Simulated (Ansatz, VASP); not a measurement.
Zr2O in VASP and in Ansatz

```xyz
6
Lattice="5.4149 0.0000 0.0000 0.0000 5.4149 0.0000 0.0000 0.0000 3.2852" Properties=species:S:1:pos:R:3 pbc="T T T"
Zr    1.5514    1.5514    0.0000
Zr    1.1560    4.2589    1.6426
Zr    3.8635    3.8635    0.0000
Zr    4.2589    1.1560    1.6426
O     0.0000    0.0000    0.0000
O     2.7075    2.7075    1.6426
```

Alike in both runs: functional r2SCAN; k mesh 4 × 4 × 6; occupations gaussian, width 0.1 eV; no spin polarisation.

Ansatz relaxed the structure, and its values are those at the end. VASP's run is a single point on that final structure, the one shown.

|  | VASP | Ansatz |
| --- | --- | --- |
| version | VASP 6.6.1 | Ansatz 0.2.0 |
| potentials or method | VASP PAW PBE potentials, release 64 (Zr_sv, O), cutoff 520 eV | scalar-relativistic, plane waves, PAW |
| valence electrons in the cell | 60 | 60 |

Ansatz gave:

```
gap on the k mesh at the Fermi level (eV) : none
pressure (GPa)                            : -0.3
rms of the force components (eV/Å)        : 0.023
```

Question: Estimate VASP's values.

Answer: gap on the k mesh at the Fermi level (eV): none; pressure (GPa): -0.2; rms of the force components (eV/Å): 0.023.

VASP's potentials were made for PBE, not for r2SCAN. A gap of «none» marks a metal or a gap that the smearing closes. With one functional, cell and mesh, what is left measures potentials, basis and numerics.
